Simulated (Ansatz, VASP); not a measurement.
# Mo4C in VASP and in Ansatz

```
Mo C
1.0
     3.11118    0.00000    0.00000
     0.00000    3.11118    0.00000
     0.00000    0.00000   21.50982
Mo C
4 1
Cartesian
  1.5556 1.5556 4.0000
  0.0000 0.0000 5.5556
  1.5556 1.5556 7.1521
  0.0000 0.0000 8.5098
  0.3889 0.3889 11.3598
```

Alike in both runs: task single point; functional LDA; k mesh 9 × 9 × 1; occupations gaussian, width 0.1 eV; no spin polarisation.

|  | VASP | Ansatz |
| --- | --- | --- |
| version | VASP 6.6.1 | Ansatz 0.2.0 |
| potentials or method | VASP PAW LDA potentials, release 64 (Mo_sv, C), cutoff 520 eV | scalar-relativistic, plane waves, PAW |
| valence electrons in the cell | 60 | 60 |

|  | VASP | Ansatz | Ansatz less VASP |
| --- | --- | --- | --- |
| gap on the k mesh at the Fermi level (eV) | none | none | - |
| rms of the force components (eV/Å) | 1.098 | 1.091 | -0.0077 |
| work function, face that differs most (eV) | 6.71 | 6.71 | -0.003 |

LDA's correlation is that of Perdew and Zunger in VASP and of Perdew and Wang (1992) in Ansatz. Atom by atom the forces differ by 0.029 eV/Å (rms over components). A gap of «none» marks a metal or a gap that the smearing closes.
